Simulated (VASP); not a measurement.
# CdS (Pmmn) in VASP: a series of runs

Runs on CdS. Level: PBE. Tasks: single point.

Everything below comes from runs of VASP 6.6.1. Logs are shortened: lines on timing, memory, paths and dates and some standing lists are left out, and cuts for length are marked.

## 1. The cell of the first run

Symmetry: Pmmn, No. 59, orthorhombic system. The conventional cell has a = 3.898 Å, b = 5.511 Å, c = 3.898 Å, α = 90.00°, β = 90.00°, γ = 90.00°. Within 3.6 Å of Cd (site symmetry mm2) lie 6 S at 2.75 to 2.76 Å. Within 3.6 Å of S (site symmetry mm2) lie 6 Cd at 2.75 to 2.76 Å.

## 2. Single point, PBE

Input file INCAR:

```
SYSTEM = CdS
PREC = Accurate ; ENCUT = 520
EDIFF = 1E-6 ; ISMEAR = 0
SIGMA = 0.1 ; LREAL = .False.
LASPH = .True. ; NELM = 60
ALGO = Normal ; ISIF = 2
LWAVE = .False. ; LCHARG = .False.
GGA = PE ; NBANDS = 26
```

Input file KPOINTS:

```
regular mesh
0
Gamma
  4 4 4
  0 0 0
```

Input file POSCAR:

```
CdS
1.0
    3.8984360000      0.0000000000      0.0000000000
    0.0000000000      5.5114920000      0.0000000000
    0.0000000000      0.0000000000      3.8981040000
Cd S
2 2
Direct
    0.5000000000      0.5000000000      0.2430260000
    0.0000000000      0.0000000000      0.7569740000
    0.5000000000      0.0000000000      0.2551630000
    0.0000000000      0.5000000000      0.7448370000
```

Potentials or basis: VASP PAW PBE potentials, release 64 (Cd, S).

Run with:

```
$ cat potpaw_PBE.64/Cd/POTCAR potpaw_PBE.64/S/POTCAR > POTCAR
$ mpirun -np 1 vasp_std > vasp.out
```

OUTCAR:

```text
SYSTEM = CdS
   PREC = Accurate
   ENCUT = 520
   EDIFF = 1E-6
   ISMEAR = 0
   LREAL = .False.
   LASPH = .True.
   NELM = 60
   ISIF = 2
   GGA = PE

 ion  position               nearest neighbor table
   1  0.500  0.500  0.243-   4 2.75   4 2.75   3 2.76   3 2.76   4 2.76   4 2.76
   2  0.000  0.000  0.757-   3 2.75   3 2.75   4 2.76   4 2.76   3 2.76   3 2.76
   3  0.500  0.000  0.255-   2 2.75   2 2.75   1 2.76   1 2.76   2 2.76   2 2.76
   4  0.000  0.500  0.745-   1 2.75   1 2.75   2 2.76   2 2.76   1 2.76   1 2.76

  LATTYP: Found a simple orthorhombic cell.
 ALAT       =     3.8981040000
 B/A-ratio  =     1.0000851696
 C/A-ratio  =     1.4138904452

  Lattice vectors:

 A1 = (   0.0000000000,   0.0000000000,   3.8981040000)
 A2 = (   3.8984360000,   0.0000000000,   0.0000000000)
 A3 = (   0.0000000000,   5.5114920000,   0.0000000000)

Analysis of symmetry for initial positions (statically):
=====================================================================
 Subroutine PRICEL returns:
 Original cell was already a primitive cell.

 Routine SETGRP: Setting up the symmetry group for a
 simple orthorhombic supercell.

 Subroutine GETGRP returns: Found  8 space group operations
 (whereof  4 operations were pure point group operations)
 out of a pool of  8 trial point group operations.

The static configuration has the point symmetry C_2v.
 The point group associated with its full space group is D_2h.

Analysis of symmetry for dynamics (positions and initial velocities):
=====================================================================
 Subroutine PRICEL returns:
 Original cell was already a primitive cell.

 Routine SETGRP: Setting up the symmetry group for a
 simple orthorhombic supercell.

 Subroutine GETGRP returns: Found  8 space group operations
 (whereof  4 operations were pure point group operations)
 out of a pool of  8 trial point group operations.

The dynamic configuration has the point symmetry C_2v.
 The point group associated with its full space group is D_2h.

 Subroutine INISYM returns: Found  8 space group operations
 (whereof  4 operations are pure point group operations),
 and found     1 'primitive' translations

----------------------------------------------------------------------------------------

                                     Primitive cell

  volume of cell :      83.7554

[... 91 lines left out ...]
   NELM   =     60;   NELMIN=  2; NELMDL= -5     # of ELM steps
   EDIFF  = 0.1E-05   stopping-criterion for ELM
   LREAL  =      F    real-space projection
   EDIFFG = 0.1E-04   stopping-criterion for IOM
   NSW    =      0    number of steps for IOM
   IBRION =     -1    ionic relax: 0-MD 1-quasi-New 2-CG
   NFREE  =      0    steps in history (QN), initial steepest desc. (CG)
   ISIF   =      2    stress and relaxation
   ISYM   =      2    0-nonsym 1-usesym 2-fastsym
   POTIM  = 0.5000    time-step for ionic-motion
   TEBEG  =    0.0;   TEEND  =   0.0 temperature during run
   PSTRESS=    0.0 pullay stress
   NELECT =      36.0000    total number of electrons
   NUPDOWN=      -1.0000    fix difference up-down
   EMIN   =  10.00;   EMAX   =-10.00  energy-range for DOS
   EFERMI =   0.00;   METHOD = LEGACY
   ISMEAR =     0;   SIGMA  =   0.10  broadening in eV -4-tet -1-fermi 0-gaus
   EFERMI_NEDOS =   21; number of points for ismear=-14 and -15
   IALGO  =     38    algorithm
   IMIX   =      4    mixing-type and parameters
     AMIX     =   0.40;   BMIX     =  1.00
     AMIX_MAG =   1.60;   BMIX_MAG =  1.00
  volume/ion in A,a.u.               =      20.94       141.30
  Fermi-wavevector in a.u.,A,eV,Ry     =   1.235486  2.334731 20.768298  1.526427
  Thomas-Fermi vector in A             =   2.370134
   LORBIT       =      0    0 simple, 1 ext, 2 COOP (PROOUT), +10 PAW based schemes
   GGA     = PE    functional components
   LHFCALC =     F    Hartree Fock is set to
   AEXX    =    0.0000 exact exchange contribution
   IVDW    =     0    specifies the selected vdW correction
   LEPSILON=     F    determine dielectric tensor
   LRPA    =     F    only Hartree local field effects (RPA)
 non-spin polarized calculation
 Gauss-broadening in eV      SIGMA  =   0.10
  energy-cutoff  :      520.00
  volume of cell :       83.76
 maximum number of plane-waves:      2316
 NGX is ok and might be reduce to    30
   NGX = 15   NGY = 21   NGZ = 15

 number of electron      36.0000007 magnetization

 Free energy of the ion-electron system (eV)
  ---------------------------------------------------
  ext. energy  EPLUGINS =         0.00000000
  ---------------------------------------------------
  free energy    TOTEN  =       -11.70108145 eV

  energy without entropy =      -11.69907762  energy(sigma->0) =      -11.70007954

 E-fermi :   2.8324     XC(G=0): -10.2845

 val. band max:        2.6943144316   @ k =   0.0000   0.5000   0.5000
 cond. band min:       2.9365456514   @ k =   0.5000   0.0000   0.5000
 fundamental gap:      0.2422312199
 Fermi energy:         2.8323989979

 k-point     1 :       0.0000    0.0000    0.0000
  band No.  band energies     occupation
      1      -9.9423      2.00000
      2      -9.0838      2.00000
      3      -5.0368      2.00000
      4      -4.8921      2.00000
      5      -4.8915      2.00000
      6      -4.8915      2.00000
[... 685 lines left out ...]
     25      11.7244      0.00000
     26      11.7244      0.00000

 [... further k-points ...]

------------------------ aborting loop because EDIFF is reached ----------------------------------------

  FORCE on cell =-STRESS in cart. coord.  units (eV):
  Direction    XX          YY          ZZ          XY          YZ          ZX
  --------------------------------------------------------------------------------------
  -------------------------------------------------------------------------------------
  Total        0.0175344     -0.3454318      0.0131777      0.0000000      0.0000000      0.0000000
  in kB        0.3354194     -6.6078453      0.2520792      0.0000000      0.0000000      0.0000000
  external PRESSURE =      -2.0067822 kB  Pullay stress =       0.0000000 kB

 VOLUME and BASIS-vectors are now :
 -----------------------------------------------------------------------------
  energy-cutoff  :      520.00
  volume of cell :       83.76
      direct lattice vectors                 reciprocal lattice vectors
     3.898436000  0.000000000  0.000000000     0.256513125  0.000000000  0.000000000
     0.000000000  5.511492000  0.000000000     0.000000000  0.181439073  0.000000000
     0.000000000  0.000000000  3.898104000     0.000000000  0.000000000  0.256534972

 POSITION                                       TOTAL-FORCE (eV/Angst)
 -----------------------------------------------------------------------------------
      1.94922      2.75575      0.94734         0.000000      0.000000      0.021033
      0.00000      0.00000      2.95076         0.000000      0.000000     -0.021033
      1.94922      0.00000      0.99465         0.000000      0.000000     -0.022634
      0.00000      2.75575      2.90345         0.000000      0.000000      0.022634
 -----------------------------------------------------------------------------------
    total drift:                                0.000000      0.000000      0.000000

  FREE ENERGIE OF THE ION-ELECTRON SYSTEM (eV)
  ---------------------------------------------------
  free  energy   TOTEN  =       -11.7010814523 eV

  energy  without entropy=      -11.6990776213  energy(sigma->0) =      -11.70007954
```

OSZICAR:

```text
N       E                     dE             d eps       ncg     rms          rms(c)
DAV:   1     0.247211617526E+03    0.24721E+03   -0.17682E+04  1404   0.130E+03
DAV:   2     0.204456583659E+00   -0.24701E+03   -0.23685E+03  1540   0.324E+02
DAV:   3    -0.127758877213E+02   -0.12980E+02   -0.12880E+02  1650   0.745E+01
DAV:   4    -0.128932567992E+02   -0.11737E+00   -0.11726E+00  1560   0.682E+00
DAV:   5    -0.128946083199E+02   -0.13515E-02   -0.13515E-02  1624   0.753E-01    0.100E+01
DAV:   6    -0.117414262467E+02    0.11532E+01   -0.19779E+00  1610   0.140E+01    0.847E+00
DAV:   7    -0.117047388052E+02    0.36687E-01   -0.61075E-01  1456   0.429E+00    0.441E+00
DAV:   8    -0.117030052206E+02    0.17336E-02   -0.63675E-02  1532   0.256E+00    0.443E-01
DAV:   9    -0.117009641079E+02    0.20411E-02   -0.11248E-02  1542   0.119E+00    0.109E-01
DAV:  10    -0.117010317303E+02   -0.67622E-04   -0.99918E-04  1508   0.267E-01    0.903E-02
DAV:  11    -0.117011043891E+02   -0.72659E-04   -0.17953E-04  1476   0.921E-02    0.934E-02
DAV:  12    -0.117010828951E+02    0.21494E-04   -0.75062E-05  1438   0.474E-02    0.988E-03
DAV:  13    -0.117010810178E+02    0.18774E-05   -0.14560E-05  1488   0.307E-02    0.127E-02
DAV:  14    -0.117010814523E+02   -0.43451E-06   -0.11888E-06   920   0.866E-03
   1 F= -.11701081E+02 E0= -.11700080E+02  d E =-.200383E-02
```

Run time: 70 s. Hardware: 1 thread of Intel Xeon 8259CL, shared host; peak memory 0.21 GiB.

What came out:

- Free energy: -11.7011 eV
- Pressure: -0.2 GPa
- Largest force: 0.023 eV/Å
- Band gap on the k mesh: 0.24 eV

Forces in eV/Å, atoms in the order of the input:
```
Cd   0.000  0.000  0.021
Cd   0.000  0.000 -0.021
S    0.000  0.000 -0.023
S    0.000  0.000  0.023
```

Levels at points of the mesh, in eV from the valence-band top:
```
           k point  band 15  band 16  band 17  band 18  band 19  band 20  band 21  band 22
(0.00, 0.00, 0.00)    -2.04    -0.69    -0.69    -0.69     0.24     0.81     6.07     9.19
(0.50, 0.00, 0.00)    -2.22    -2.22    -0.13    -0.13     4.40     4.40     5.35     5.35
(0.00, 0.50, 0.00)    -1.33    -1.33    -1.33    -1.33     2.99     2.99     6.52     6.52
(0.50, 0.50, 0.00)     0.00     0.00     0.00     0.00     3.53     3.53     5.92     5.92
(0.00, 0.00, 0.50)    -2.23    -2.22    -0.14    -0.12     4.39     4.42     5.35     5.35
(0.50, 0.00, 0.50)    -2.04    -2.04    -2.04    -2.04     0.24     0.24     6.07     6.07
(0.00, 0.50, 0.50)     0.00     0.00     0.00     0.00     3.53     3.53     5.92     5.92
(0.50, 0.50, 0.50)    -3.09    -3.09    -2.78    -2.78     3.33     3.33     6.68     6.68
```

A k mesh can miss the band edges.

## 3. Single point, PBE

Input file INCAR:

```
SYSTEM = CdS
PREC     = Accurate       ! precision mode
ENCUT    = 520            ! plane-wave cutoff, eV
EDIFF    = 1E-6           ! SCF threshold, eV
ISMEAR   = 1              ! smearing method
SIGMA    = 0.06802846561497 ! smearing width, eV
LREAL    = .False.        ! projectors in reciprocal space
LASPH    = .True.         ! aspherical terms in the spheres
NELM     = 60             ! most SCF steps
ALGO     = Normal         ! electronic algorithm
ISIF     = 2              ! what is computed and relaxed
LWAVE    = .False.        ! write WAVECAR
LCHARG   = .False.        ! write CHGCAR
GGA      = PE             ! functional
NELECT   = 35.0         
NBANDS   = 26             ! bands
```

KPOINTS is that of step 2.

POSCAR is that of step 2.

Potentials or basis: VASP PAW PBE potentials, release 64 (Cd, S).

Run with:

```
$ cat potpaw_PBE.64/Cd/POTCAR potpaw_PBE.64/S/POTCAR > POTCAR
$ mpirun -np 1 vasp_std > vasp.out
```

It took 68 s on 1 thread of Intel Xeon 8259CL, shared host; peak memory 0.21 GiB.

The run converged. Its results:

* Free energy: -14.1715 eV
* Largest force: 0.032 eV/Å

Forces on the atoms (eV/Å):
```
Cd   0.000  0.000  0.032
Cd   0.000  0.000 -0.032
S    0.000  0.000 -0.020
S    0.000  0.000  0.020
```

Levels at points of the mesh, in eV from the Fermi level:
```
           k point  band 16  band 17  band 18  band 19  band 20  band 21
(0.00, 0.00, 0.00)    -0.40    -0.40    -0.35     0.97     1.43     6.85
(0.50, 0.00, 0.00)    -1.75     0.18     0.18     5.07     5.07     5.89
(0.00, 0.50, 0.00)    -0.98    -0.98    -0.98     3.57     3.57     7.16
(0.50, 0.50, 0.00)     0.30     0.32     0.32     4.29     4.29     6.63
(0.00, 0.00, 0.50)    -1.75     0.17     0.19     5.06     5.08     5.89
(0.50, 0.00, 0.50)    -1.65    -1.61    -1.61     0.96     0.96     6.87
(0.00, 0.50, 0.50)     0.30     0.32     0.32     4.29     4.29     6.63
(0.50, 0.50, 0.50)    -2.61    -2.21    -2.21     3.83     3.83     7.40
```

Caveat: the k points lie up to 0.40 Å⁻¹ apart, too coarse for converged energies and pressures of a metal; the cell carries a net charge on a neutralising background, which shifts energy and pressure; the cell is charged against a uniform background, so pressure and absolute levels hang on convention.
